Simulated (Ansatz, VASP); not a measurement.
C in VASP and in Ansatz

Contents of INCAR:

```
ALGO = Normal
EDIFF = 1E-6
ENCUT = 520
GGA = PE
ISIF = 2
ISMEAR = 0
ISPIN = 2
LASPH = True
LCHARG = False
LORBIT = 11
LREAL = False
LWAVE = False
MAGMOM = 1 1 1
NBANDS = 17
NELM = 150
PREC = Accurate
SIGMA = 0.1
```

The input KPOINTS:

```
k-points
0
Gamma
  8 8 8
```

File POSCAR:

```
C
1.0
   -1.6874529200      1.6874529200      1.6874529200
    1.6874529200     -1.6874529200      1.6874529200
    1.6874529200      1.6874529200     -1.6874529200
C
3
Direct
    0.0000000000      0.5000000000      0.5000000000
    0.5000000000      0.0000000000      0.5000000000
    0.5000000000      0.5000000000      0.0000000000
```

Input for Ansatz:

```yaml
crystal:
  lattice:
    - [-1.68745292, 1.68745292, 1.68745292]
    - [1.68745292, -1.68745292, 1.68745292]
    - [1.68745292, 1.68745292, -1.68745292]
  atoms:
    - { symbol: C, position: [0.0, 0.5, 0.5], spin: 1.0 }
    - { symbol: C, position: [0.5, 0.0, 0.5], spin: 1.0 }
    - { symbol: C, position: [0.5, 0.5, 0.0], spin: 1.0 }
basis:
  ecutwfc: 420
kpoints:
  mp_grid: { grid: [8, 8, 8] }
hamiltonian:
  xc: pbe
scf:
  occupations: { method: gaussian, width: 0.1 }
  lower_state_search: "off"
output:
  forces: true
  stress: true
  eigenvalues: true
  populations: true
magnetization:
  spin_polarized: true
```

Alike in both runs: task single point; functional PBE; k mesh 8 × 8 × 8; occupations gaussian, width 0.1 eV; collinear spin.

```csv
,VASP,Ansatz
version,VASP 6.6.1,Ansatz 0.2.0
potentials or method,"VASP PAW PBE potentials, release 64 (C), cutoff 520 eV","scalar-relativistic, plane waves, PAW"
valence electrons in the cell,12,12
```

|  | VASP | Ansatz | Ansatz less VASP |
| --- | --- | --- | --- |
| gap on the k mesh at the Fermi level (eV) | none | none | - |
| pressure (GPa) | -11.9 | -12.0 | -0.09 |
| net moment per atom (μB) | 0.00 | 0.00 | 0.000 |

A gap of «none» marks a metal or a gap that the smearing closes. The functional is the same, so the differences come from potentials, cutoffs and numerics. Ansatz's warnings: seeded moment not kept.
